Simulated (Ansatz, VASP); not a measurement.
TeO: VASP beside Ansatz

```xyz
4
Lattice="4.0149 0.0000 0.0000 0.0000 3.0682 0.0000 0.0000 0.0000 6.2791" Properties=species:S:1:pos:R:3 pbc="T T T"
Te    3.0111    1.5341    4.7054
Te    1.0037    1.5341    1.5737
O     3.0111    1.5341    1.0036
O     1.0037    1.5341    5.2755
```

Alike in both runs: functional PBE; k mesh 4 × 6 × 3; occupations gaussian, width 0.2 eV; no spin polarisation.

Ansatz relaxed the structure, and its values are those at the end. VASP's run is a single point on that final structure, the one shown.

|  | VASP | Ansatz |
| --- | --- | --- |
| version | VASP 6.6.1 | Ansatz 0.2.0 |
| potentials or method | VASP PAW PBE potentials, release 64 (Te, O), cutoff 600 eV | scalar-relativistic, plane waves, PAW |
| valence electrons in the cell | 24 | 44 |

Ansatz gave:

```
gap on the k mesh at the Fermi level (eV) : none
pressure (GPa)                            : -0.1
rms of the force components (eV/Å)        : 0.030
```

What did VASP give for the same quantities?

gap on the k mesh at the Fermi level (eV): none; pressure (GPa): -0.6; rms of the force components (eV/Å): 0.026.

A gap of «none» marks a metal or a gap that the smearing closes. VASP's potentials hold 24 valence electrons a cell and Ansatz's 44, so a difference there can come from the potentials and not from the codes.

The k mesh is coarse, so the values compare programs but aren't converged. Neither program's run includes spin-orbit coupling.
